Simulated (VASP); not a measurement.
AlSn: single point with PBE

The system is AlSn.

```
Al Sn
1.0
     0.00000    3.58901    3.58901
     3.58901    0.00000    3.58901
     3.58901    3.58901    0.00000
Al Sn
2 2
Direct
  0.50000 0.50000 0.50000
  0.75000 0.75000 0.75000
  0.25000 0.25000 0.25000
  0.00000 0.00000 0.00000
```

The cell was built from a structure type or drawn by symmetry, and may not be a known phase.

```yaml
Program: VASP 6.6.1
Task: single point
Functional: PBE
Potentials_or_basis: VASP PAW PBE potentials, release 64 (Al, Sn_d)
Cutoff: 520 eV
k_mesh: 12 × 12 × 12
Occupations: gaussian, width 0.1 eV
Spin: no spin polarisation
Dipole_correction: no
Further_INCAR_settings: ALGO = Fast; EDIFF = 1e-06; NBANDS = 25
```

| Item | Value |
| --- | --- |
| Pressure | -0.1 GPa |
| Band gap on the k mesh | zero (bands 17 and 18 overlap by 4.86 eV) |

Levels at points of the mesh, in eV from the Fermi level:
```
           k point  band 15  band 16  band 17  band 18  band 19  band 20
(0.00, 0.00, 0.00)    -1.35    -1.35    -1.18    -1.18    -1.18     0.53
(0.50, 0.00, 0.00)    -2.49    -2.36    -1.50    -1.50     2.54     2.62
(0.50, 0.50, 0.00)    -4.30    -4.30     3.36     3.36     3.41     3.41
```

Run time: 99 s on 1 thread of AMD EPYC 9R45 96-Core Processor (Zen 5), on a shared host, peak memory 0.3 GiB.

Caveat: spin-orbit coupling is left out, which moves the levels of the heavy elements.
